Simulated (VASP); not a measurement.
Set up this calculation in VASP 6.6.1, as the native input.

```
Task                   : single point
Functional             : PBE
Potentials or basis    : VASP PAW PBE potentials, release 64 (Bi_d)
Cutoff                 : 500 eV
k mesh                 : 6 × 6 × 6
Occupations            : fermi-dirac, width 0.1103 eV
Spin                   : no spin polarisation
Dipole correction      : no
Further INCAR settings : ALGO = Normal; EDIFF = 1e-06; NBANDS = 14
```

The structure of Bi lies in POSCAR:

```
Bi
1.0
    0.0000000000      2.5757670000      2.5757670000
    2.5757670000      0.0000000000      2.5757670000
    2.5757670000      2.5757670000      0.0000000000
Bi
1
Direct
    0.0000000000      0.0000000000      0.0000000000
```

The input as run:

INCAR

```
PREC     = Accurate       # precision mode
ENCUT    = 500            # plane-wave cutoff, eV
EDIFF    = 1E-6           # SCF threshold, eV
ISMEAR   = -1             # smearing method
SIGMA    = 0.1103         # smearing width, eV
LREAL    = False          # projectors in reciprocal space
LASPH    = True           # aspherical terms in the spheres
NELM     = 120            # most SCF steps
ALGO     = Normal         # electronic algorithm
ISIF     = 2              # what is computed and relaxed
LWAVE    = False          # write WAVECAR
LCHARG   = True           # write CHGCAR
GGA      = PE             # functional
LELF     = True           # ELF
LVHAR    = True         
NBANDS   = 14             # bands
GGA_COMPAT= False
```

KPOINTS

```
Automatic mesh
0
Gamma
  6 6 6
```

Potentials or basis: VASP PAW PBE potentials, release 64 (Bi_d).

The run is started by

```bash
$ cat potpaw_PBE.64/Bi_d/POTCAR > POTCAR
$ mpirun -np 1 vasp_std > vasp.out
```

Results of the run:

* Pressure: -3.6 GPa

Wall time 4 s on 1 thread of Intel(R) Xeon(R) 6975P-C (Granite Rapids), on a shared host, peak memory 0.15 GiB.
